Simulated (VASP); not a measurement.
Write the native input for VASP 6.6.1 that does the following.

```
Task                   : single point
Functional             : r2SCAN
Potentials or basis    : VASP PAW PBE potentials, release 64 (Sn_d)
Cutoff                 : 520 eV
k mesh                 : 22 × 22 × 22
Occupations            : gaussian, width 0.15 eV
Spin                   : no spin polarisation
Dipole correction      : no
Further INCAR settings : ALGO = Normal; EDIFF = 1e-06; NBANDS = 13
```

Crystal: Sn.

```
Sn
1.0
    -1.85346    1.85346    1.89129
     1.85346   -1.85346    1.89129
     1.85346    1.85346   -1.89129
Sn
1
Cartesian
  0.0000 0.0000 0.0000
```

This cell differs from its parent crystal: strain -0.0200 x Voigt [1, 1, 0, 0, 0, 0].

One way to write it, as run:

POSCAR

```
Sn
1.0
   -1.8534600823      1.8534600823      1.8912857983
    1.8534600823     -1.8534600823      1.8912857983
    1.8534600823      1.8534600823     -1.8912857983
Sn
1
Direct
    0.0000000000      0.0000000000      0.0000000000
```

INCAR.step1

```
SYSTEM = Sn
ALGO     = Normal         ! electronic algorithm
EDIFF    = 1E-4           ! SCF threshold, eV
ENCUT    = 520            ! plane-wave cutoff, eV
GGA      = PE             ! functional
ISMEAR   = 0              ! smearing method
LASPH    = .TRUE.         ! aspherical terms in the spheres
LCHARG   = .FALSE.        ! write CHGCAR
LREAL    = .FALSE.        ! projectors in reciprocal space
LWAVE    = .TRUE.         ! write WAVECAR
NBANDS   = 13             ! bands
NELM     = 80             ! most SCF steps
PREC     = Accurate       ! precision mode
SIGMA    = 0.15           ! smearing width, eV
```

INCAR.step2

```
SYSTEM = Sn
ALGO     = Normal         ! electronic algorithm
EDIFF    = 1E-6           ! SCF threshold, eV
ENCUT    = 520            ! plane-wave cutoff, eV
ISIF     = 2              ! what is computed and relaxed
ISMEAR   = 0              ! smearing method
ISTART   = 1            
LASPH    = .TRUE.         ! aspherical terms in the spheres
LCHARG   = .FALSE.        ! write CHGCAR
LMIXTAU  = .TRUE.       
LREAL    = .FALSE.        ! projectors in reciprocal space
LWAVE    = .FALSE.        ! write WAVECAR
METAGGA  = R2SCAN         ! meta-GGA
NBANDS   = 13             ! bands
NELM     = 80             ! most SCF steps
PREC     = Accurate       ! precision mode
SIGMA    = 0.15           ! smearing width, eV
```

KPOINTS

```
k-points
0
G
  22 22 22
  0 0 0
```

Potentials or basis: VASP PAW PBE potentials, release 64 (Sn_d).

The run is started by

```sh
$ cat potpaw_PBE.64/Sn_d/POTCAR > POTCAR
$ cp INCAR.step1 INCAR
$ mpirun -np 1 vasp_std > vasp.out
$ cp INCAR.step2 INCAR
$ mpirun -np 1 vasp_std > vasp.out
```

It gave:

The pressure is 2.0 GPa. The band gap on the k mesh is zero (band 7 reaches 17.38 eV, above the bottom of band 8 at 5.87 eV).

Caveat: the cell differs from its parent crystal (strain -0.0200 x Voigt [1, 1, 0, 0, 0, 0]); the PAW data sets were made with another functional, which shifts forces and pressure a little; spin-orbit coupling is left out, which moves the levels of the heavy elements.

Wall time 3.6 min on 1 thread of Intel(R) Xeon(R) 6975P-C (Granite Rapids), with other jobs on the host, peak memory 0.35 GiB.
